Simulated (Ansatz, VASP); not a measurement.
## Si2Ge3: VASP beside Ansatz

```xyz
10
Lattice="0.0000 0.0000 -4.8578 0.0000 -5.1555 0.0000 -10.3110 0.0000 0.0000" Properties=species:S:1:pos:R:3 pbc="T T T"
Si  -10.3110   -5.1555   -2.4289
Si   -5.1555   -5.1555   -2.4289
Si   -7.7332   -2.5777    0.0000
Si   -2.5777   -2.5777    0.0000
Ge  -10.3110   -5.1555    0.0000
Ge   -5.1555   -5.1555    0.0000
Ge   -5.1555   -2.5777    0.0000
Ge  -10.3110   -2.5777    0.0000
Ge   -7.7332   -5.1555    0.0000
Ge   -2.5777   -5.1555    0.0000
```

Alike in both runs: task single point; functional PBE; k mesh 4 × 4 × 2; occupations gaussian, width 0.2 eV; no spin polarisation.

|  | VASP | Ansatz |
| --- | --- | --- |
| version | VASP 6.6.1 | Ansatz 0.2.0 |
| potentials or method | VASP PAW PBE potentials, release 64 (Si, Ge_d), cutoff 500 eV | scalar-relativistic, plane waves, PAW |
| valence electrons in the cell | 100 | 100 |

```csv
,VASP,Ansatz,Ansatz less VASP
gap on the k mesh at the Fermi level (eV),none,none,-
pressure (GPa),-0.2,-0.1,+0.08
"traceless stress, the component that is largest in VASP (GPa)",3.94,3.96,+0.017
```

A gap of «none» marks a metal or a gap that the smearing closes.
